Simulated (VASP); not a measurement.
Wanted: the native input for a VASP 6.6.1 run.

| Item | Value |
| --- | --- |
| Task | relaxation of cell and atoms |
| Functional | PBEsol |
| Potentials or basis | VASP PAW PBE potentials, release 64 (Nb_sv, As) |
| Cutoff | 600 eV |
| k mesh | 6 × 6 × 4 |
| Occupations | gaussian, width 0.1 eV |
| Spin | no spin polarisation |
| Dipole correction | no |
| Further INCAR settings | ALGO = Normal; EDIFF = 1e-06; IBRION = 2; EDIFFG = -0.05; NSW = 80; ISIF = 3 |

The structure of NbAs lies in POSCAR:

```
NbAs
1.0
    3.4774823675      0.0000000000      0.0000000000
   -1.7387411837      3.0115880715      0.0000000000
    0.0000000000      0.0000000000      6.7434751178
Nb As
2 2
Direct
    0.3333333333      0.6666666667      0.0301515144
    0.6666666667      0.3333333333      0.5301515144
    0.3333333333      0.6666666667      0.3548484856
    0.6666666667      0.3333333333      0.8548484856
```

These files were run (other wordings do the same):

INCAR

```
SYSTEM = NbAs
PREC     = Accurate       ! precision mode
ENCUT    = 600            ! plane-wave cutoff, eV
EDIFF    = 1E-6           ! SCF threshold, eV
ISMEAR   = 0              ! smearing method
SIGMA    = 0.1            ! smearing width, eV
LREAL    = .FALSE.        ! projectors in reciprocal space
LASPH    = .TRUE.         ! aspherical terms in the spheres
NELM     = 100            ! most SCF steps
ALGO     = Normal         ! electronic algorithm
ISIF     = 3              ! what is computed and relaxed
LWAVE    = .FALSE.        ! write WAVECAR
LCHARG   = .FALSE.        ! write CHGCAR
GGA      = PS             ! functional
IBRION   = 2              ! ionic algorithm
NSW      = 80             ! ionic steps
EDIFFG   = -0.05          ! ionic threshold
```

KPOINTS

```
regular mesh
0
G
  6 6 4
  0 0 0
```

Potentials or basis: VASP PAW PBE potentials, release 64 (Nb_sv, As).

Launch:

```bash
$ cat potpaw_PBE.64/Nb_sv/POTCAR potpaw_PBE.64/As/POTCAR > POTCAR
$ mpirun -np 1 vasp_std > vasp.out
```

Results of the run:

```yaml
Relaxed_volume: 19.89 Å³/atom
Relaxed_cell: a = 3.309 Å, b = 3.309 Å, c = 8.389 Å, α = 90.00°, β = 90.00°, γ = 120.00°
Space_group_after_relaxing_to_0.1_Å: P6_3mc (No. 186)
Energy_gained_by_relaxing: 766.5 meV/atom
Ionic_steps: 15
Pressure_after_relaxing: 0.1 GPa
Largest_force_after_relaxing: 0.011 eV/Å
Band_gap_on_the_k_mesh: zero (bands 18 and 19 overlap by 0.05 eV)
```

Caveat: a cell axis changed by over 15 % at a fixed basis, so the end point is rough; the PAW data sets were made with another functional, which shifts forces and pressure a little.

Wall time 14 min on 1 thread of Intel Xeon 8259CL, on a shared host, peak memory 0.22 GiB.
